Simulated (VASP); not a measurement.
# B32HN32 (a cell with a defect) in VASP: single point with PBEsol

Aim: the single point of B32HN32 (a cell with a defect) with PBEsol.

Program: VASP 6.6.1. These are calculated values, not measurements. Logs are shortened: lines on timing, memory, paths and dates and some standing lists are left out, and cuts for length are marked.

### Step 1. The cell of the first run

The cell holds a defect, 65 atoms: a = 7.212 Å, b = 7.212 Å, c = 7.212 Å, α = 90.00°, β = 90.00°, γ = 90.00°.

### Step 2. Single point, PBEsol

The input, INCAR:

```
SYSTEM = B32HN32
  PREC = Accurate
  ENCUT = 520
  EDIFF = 1E-6
  ISMEAR = -1
  SIGMA = 0.05
  LREAL = Auto
  LASPH = .TRUE.
  NELM = 60
  ALGO = Normal
  ISIF = 2
  LWAVE = .FALSE.
  LCHARG = .TRUE.
  GGA = PS
  LELF = .TRUE.
  LVHAR = .TRUE.
  NELECT = 258.0
  ISYM = 0
  NBANDS = 166
```

The input, KPOINTS:

```
Automatic mesh
0
Gamma
  1 1 1
  0.25 0.25 0.25
```

The input, POSCAR:

```
B32HN32
1.0
    7.2115910000      0.0000000000      0.0000000000
    0.0000000000      7.2115910000      0.0000000000
    0.0000000000      0.0000000000      7.2115910000
B N H
32 32 1
Direct
    0.9997160000      0.9995680000      0.9998690000
    0.9999990000      0.9998810000      0.5000780000
    0.0001550000      0.4998950000      0.0002880000
    0.9971460000      0.4994440000      0.4997310000
    0.4999450000      0.9998940000      0.0001640000
    0.4995600000      0.9971410000      0.4997160000
    0.4995850000      0.4994520000      0.9972820000
    0.4935050000      0.4934860000      0.4936300000
    0.2499170000      0.2497700000      0.9977050000
    0.2552420000      0.2552280000      0.4942420000
    0.2492240000      0.7490750000      0.0002610000
    0.2496130000      0.7517130000      0.4994880000
    0.7493210000      0.2491660000      0.0001400000
    0.7517180000      0.2494960000      0.4994620000
    0.7496020000      0.7494570000      0.9996210000
    0.7490600000      0.7489390000      0.4998550000
    0.2498830000      0.9975260000      0.2500340000
    0.2492820000      0.9998410000      0.7495010000
    0.2564160000      0.4929240000      0.2565500000
    0.2495900000      0.4992260000      0.7518970000
    0.7493400000      0.9998500000      0.2494120000
    0.7495790000      0.9993530000      0.7497250000
    0.7517490000      0.4992320000      0.2497420000
    0.7490810000      0.4995950000      0.7492200000
    0.9975720000      0.2497680000      0.2500660000
    0.9999840000      0.2491780000      0.7494790000
    0.0001120000      0.7490790000      0.2493690000
    0.9994660000      0.7494600000      0.7497570000
    0.4939860000      0.2553510000      0.2555160000
    0.4993200000      0.2494930000      0.7518670000
    0.4993350000      0.7517150000      0.2497600000
    0.4997140000      0.7489440000      0.7492110000
    0.1251340000      0.1250310000      0.1252760000
    0.1245480000      0.1243980000      0.6257700000
    0.1245830000      0.6254430000      0.1247380000
    0.1247990000      0.6247850000      0.6250230000
    0.6256350000      0.1243900000      0.1247020000
    0.6248730000      0.1246950000      0.6250160000
    0.6248800000      0.6247810000      0.1249340000
    0.6250940000      0.6249500000      0.6252390000
    0.3754420000      0.3749680000      0.1156390000
    0.3744770000      0.3744080000      0.6342720000
    0.3749630000      0.8749450000      0.1237730000
    0.3748370000      0.8747300000      0.6262840000
    0.8750280000      0.3748460000      0.1237730000
    0.8747600000      0.3747140000      0.6262940000
    0.8749540000      0.8748230000      0.1248610000
    0.8748180000      0.8747170000      0.6250640000
    0.3752130000      0.1157620000      0.3754000000
    0.3749690000      0.1234920000      0.8751540000
    0.3747080000      0.6343920000      0.3748470000
    0.3748290000      0.6259960000      0.8749290000
    0.8749990000      0.1234860000      0.3751120000
    0.8749380000      0.1245810000      0.8750860000
    0.8747840000      0.6259970000      0.3749770000
    0.8748380000      0.6247910000      0.8749770000
    0.1155270000      0.3749430000      0.3756060000
    0.1236350000      0.3748580000      0.8751700000
    0.1236200000      0.8749390000      0.3751050000
    0.1247070000      0.8748210000      0.8751040000
    0.6341630000      0.3744380000      0.3746460000
    0.6261460000      0.3747150000      0.8748980000
    0.6261390000      0.8747300000      0.3749820000
    0.6249120000      0.8747050000      0.8749630000
    0.3744470000      0.3750190000      0.3745230000
```

Potentials or basis: VASP PAW PBE potentials, release 64 (B, N, H).

Launch:

```console
cat potpaw_PBE.64/B/POTCAR potpaw_PBE.64/N/POTCAR potpaw_PBE.64/H/POTCAR > POTCAR
mpirun -np 1 vasp_std > vasp.out
```

OUTCAR:

```text
SYSTEM = B32HN32
   PREC = Accurate
   ENCUT = 520
   EDIFF = 1E-6
   ISMEAR = -1
   LREAL = Auto
   LASPH = .TRUE.
   NELM = 60
   ISIF = 2
   GGA = PS
   NELECT = 258.0
   ISYM = 0

 ion  position               nearest neighbor table
   1  1.000  1.000  1.000-  47 1.56  60 1.56  54 1.56  33 1.57
   2  1.000  1.000  0.500-  59 1.56  53 1.56  34 1.56  48 1.56
   3  0.000  0.500  0.000-  58 1.56  45 1.56  35 1.56  56 1.56
   4  0.997  0.499  0.500-  57 1.53  55 1.56  46 1.56  36 1.58
   5  0.500  1.000  0.000-  43 1.56  50 1.56  37 1.56  64 1.56
   6  0.500  0.997  0.500-  49 1.53  44 1.56  63 1.56  38 1.57
   7  0.500  0.499  0.997-  41 1.53  52 1.56  62 1.56  39 1.58
   8  0.494  0.493  0.494-  65 1.48  51 1.58  61 1.58  42 1.58  40 1.64
   9  0.250  0.250  0.998-  41 1.54  50 1.56  58 1.56  33 1.57
  10  0.255  0.255  0.494-  65 1.49  57 1.58  49 1.58  42 1.58  34 1.64
  11  0.249  0.749  0.000-  35 1.55  52 1.56  43 1.56  60 1.56
  12  0.250  0.752  0.499-  51 1.53  59 1.56  44 1.56  36 1.57
  13  0.749  0.249  0.000-  37 1.55  62 1.56  45 1.56  54 1.56
  14  0.752  0.249  0.499-  61 1.53  53 1.56  46 1.56  38 1.57
  15  0.750  0.749  1.000-  56 1.56  64 1.56  39 1.56  47 1.57
  16  0.749  0.749  0.500-  40 1.55  55 1.56  63 1.56  48 1.57
  17  0.250  0.998  0.250-  49 1.54  59 1.56  43 1.56  33 1.57
[... 46 lines left out ...]
  64  0.625  0.875  0.875-  22 1.56  15 1.56   5 1.56  32 1.57
  65  0.374  0.375  0.375-  19 1.47   8 1.48  29 1.49  10 1.49

IMPORTANT INFORMATION: All symmetrisations will be switched off!
NOSYMM: (Re-)initialisation of all symmetry stuff for point group C_1.

----------------------------------------------------------------------------------------

                                     Primitive cell

  volume of cell :     375.0535

  direct lattice vectors                    reciprocal lattice vectors
     7.211591000  0.000000000  0.000000000     0.138665656  0.000000000  0.000000000
     0.000000000  7.211591000  0.000000000     0.000000000  0.138665656  0.000000000
     0.000000000  0.000000000  7.211591000     0.000000000  0.000000000  0.138665656

  length of vectors
     7.211591000  7.211591000  7.211591000     0.138665656  0.138665656  0.138665656

  position of ions in fractional coordinates (direct lattice)
     0.999716000  0.999568000  0.999869000
     0.999999000  0.999881000  0.500078000
     0.000155000  0.499895000  0.000288000
     0.997146000  0.499444000  0.499731000
     0.499945000  0.999894000  0.000164000
     0.499560000  0.997141000  0.499716000
[... 57 lines left out ...]
     0.624912000  0.874705000  0.874963000
     0.374447000  0.375019000  0.374523000

  ion indices of the primitive-cell ions
   primitive index   ion index
[... 123 lines left out ...]
   ISYM   =      0    0-nonsym 1-usesym 2-fastsym
   POTIM  = 0.5000    time-step for ionic-motion
   TEBEG  =    0.0;   TEEND  =   0.0 temperature during run
   PSTRESS=    0.0 pullay stress
   NELECT =     258.0000    total number of electrons
   NUPDOWN=      -1.0000    fix difference up-down
   EMIN   =  10.00;   EMAX   =-10.00  energy-range for DOS
   EFERMI =   0.00;   METHOD = LEGACY
   ISMEAR =    -1;   SIGMA  =   0.05  broadening in eV -4-tet -1-fermi 0-gaus
   EFERMI_NEDOS =   21; number of points for ismear=-14 and -15
   IALGO  =     38    algorithm
   IMIX   =      4    mixing-type and parameters
     AMIX     =   0.40;   BMIX     =  1.00
     AMIX_MAG =   1.60;   BMIX_MAG =  1.00
  volume/ion in A,a.u.               =       5.77        38.94
  Fermi-wavevector in a.u.,A,eV,Ry     =   1.445163  2.730963 28.415733  2.088497
  Thomas-Fermi vector in A             =   2.563376
   LORBIT       =      0    0 simple, 1 ext, 2 COOP (PROOUT), +10 PAW based schemes
   GGA     = PS    functional components
   LHFCALC =     F    Hartree Fock is set to
   AEXX    =    0.0000 exact exchange contribution
   IVDW    =     0    specifies the selected vdW correction
   LEPSILON=     F    determine dielectric tensor
   LRPA    =     F    only Hartree local field effects (RPA)
 non-spin polarized calculation
  energy-cutoff  :      520.00
  volume of cell :      375.05
 maximum number of plane-waves:     10107
 NGX is ok and might be reduce to    54
   NGX = 27   NGY = 27   NGZ = 27

 number of electron     258.0000099 magnetization

 Free energy of the ion-electron system (eV)
  ---------------------------------------------------
  ext. energy  EPLUGINS =         0.00000000
  ---------------------------------------------------
  free energy    TOTEN  =      -575.16253630 eV

  energy without entropy =     -575.16253630  energy(sigma->0) =     -575.16253630

 E-fermi :  10.9466     XC(G=0): -13.1017

 val. band max:        9.7375638089   @ k =   0.2500  -0.2500   0.2500
 cond. band min:      12.9567675292   @ k =   0.2500   0.2500   0.2500
 fundamental gap:      3.2192037203
 Fermi energy:        10.9466431515

 k-point     1 :       0.2500    0.2500    0.2500
  band No.  band energies     occupation
      1     -12.5258      2.00000
      2     -11.5292      2.00000
      3     -11.5275      2.00000
      4     -11.5239      2.00000
      5     -10.5835      2.00000
      6     -10.5805      2.00000
[... 565 lines left out ...]
    140      15.7023      0.00000
    141      15.7090      0.00000
 [bands above 141 left out]

------------------------ aborting loop because EDIFF is reached ----------------------------------------

  FORCE on cell =-STRESS in cart. coord.  units (eV):
  Direction    XX          YY          ZZ          XY          YZ          ZX
  --------------------------------------------------------------------------------------
  -------------------------------------------------------------------------------------
  Total       22.4048225     22.4107774     22.4060120     -0.2510104     -0.2675341     -0.3864345
  in kB       95.7103328     95.7357713     95.7154140     -1.0722820     -1.1428692     -1.6507953
  external PRESSURE =      95.7205060 kB  Pullay stress =       0.0000000 kB

 VOLUME and BASIS-vectors are now :
 -----------------------------------------------------------------------------
  energy-cutoff  :      520.00
  volume of cell :      375.05
      direct lattice vectors                 reciprocal lattice vectors
     7.211591000  0.000000000  0.000000000     0.138665656  0.000000000  0.000000000
     0.000000000  7.211591000  0.000000000     0.000000000  0.138665656  0.000000000
     0.000000000  0.000000000  7.211591000     0.000000000  0.000000000  0.138665656

 POSITION                                       TOTAL-FORCE (eV/Angst)
 -----------------------------------------------------------------------------------
      7.20954      7.20848      7.21065         0.045365      0.046589      0.045341
      7.21158      7.21073      3.60636         0.055444      0.055343      0.064591
      0.00112      3.60504      0.00208         0.052342      0.063322      0.056515
      7.19101      3.60179      3.60386         0.068562      0.051799      0.051210
      3.60540      7.21083      0.00118         0.063960      0.055152      0.056503
      3.60262      7.19097      3.60375         0.051784      0.067350      0.049624
[... 57 lines left out ...]
      4.50661      6.30801      6.30988        -0.040745     -0.051799     -0.052164
      2.70036      2.70448      2.70091         0.028925      0.034085      0.027651
 -----------------------------------------------------------------------------------
    total drift:                               -0.009402     -0.013101     -0.006245

  FREE ENERGIE OF THE ION-ELECTRON SYSTEM (eV)
  ---------------------------------------------------
  free  energy   TOTEN  =      -575.1625362964 eV

  energy  without entropy=     -575.1625362963  energy(sigma->0) =     -575.16253630
```

It took 8.5 min on 1 thread of AMD EPYC 7R43 (Zen 3), shared host; peak memory 0.44 GiB.

Results:

```
Free energy   : -575.1625 eV
Largest force : 0.186 eV/Å
```

Forces in eV/Å, atoms in the order of the input:
```
B    0.045  0.047  0.045
B    0.055  0.055  0.065
B    0.052  0.063  0.057
B    0.069  0.052  0.051
B    0.064  0.055  0.057
B    0.052  0.067  0.050
B    0.051  0.050  0.069
B   -0.009 -0.010 -0.006
B    0.061  0.064  0.055
B    0.019  0.016  0.080
B    0.064  0.054  0.047
B    0.050  0.057  0.074
B    0.053  0.065  0.047
B    0.059  0.049  0.077
B    0.054  0.054  0.061
B    0.055  0.056  0.063
B    0.060  0.054  0.060
B    0.065  0.047  0.052
B    0.016  0.077  0.016
B    0.050  0.077  0.055
B    0.052  0.047  0.068
B    0.052  0.062  0.053
B    0.059  0.075  0.046
B    0.055  0.065  0.056
B    0.053  0.063  0.058
B    0.045  0.064  0.053
B    0.045  0.052  0.065
B    0.063  0.053  0.052
B    0.079  0.016  0.015
B    0.076  0.050  0.056
B    0.077  0.058  0.049
B    0.062  0.054  0.054
N   -0.055 -0.054 -0.054
N   -0.061 -0.061 -0.117
N   -0.057 -0.122 -0.058
N   -0.044 -0.052 -0.051
N   -0.122 -0.058 -0.061
N   -0.052 -0.041 -0.051
N   -0.052 -0.051 -0.041
N   -0.023 -0.026 -0.023
N   -0.124 -0.126 -0.057
N    0.024  0.022 -0.072
N   -0.064 -0.054 -0.051
N   -0.060 -0.048 -0.045
N   -0.053 -0.064 -0.051
N   -0.048 -0.059 -0.049
N   -0.053 -0.055 -0.037
N   -0.052 -0.055 -0.042
N   -0.124 -0.053 -0.123
N   -0.065 -0.055 -0.057
N    0.021 -0.066  0.021
N   -0.056 -0.047 -0.049
N   -0.054 -0.053 -0.064
N   -0.051 -0.035 -0.053
N   -0.047 -0.048 -0.057
N   -0.053 -0.043 -0.052
N   -0.055 -0.125 -0.125
N   -0.053 -0.068 -0.054
N   -0.051 -0.053 -0.062
N   -0.035 -0.054 -0.053
N   -0.071  0.020  0.023
N   -0.049 -0.058 -0.048
N   -0.048 -0.048 -0.059
N   -0.041 -0.052 -0.052
H    0.029  0.034  0.028
```

Caveat: the k points lie up to 0.87 Å⁻¹ apart; the cell carries a net charge on a neutralising background, which shifts energy and pressure; the cell is charged against a uniform background, so pressure and absolute levels hang on convention; the PAW data sets were made with another functional, which shifts forces and pressure a little.
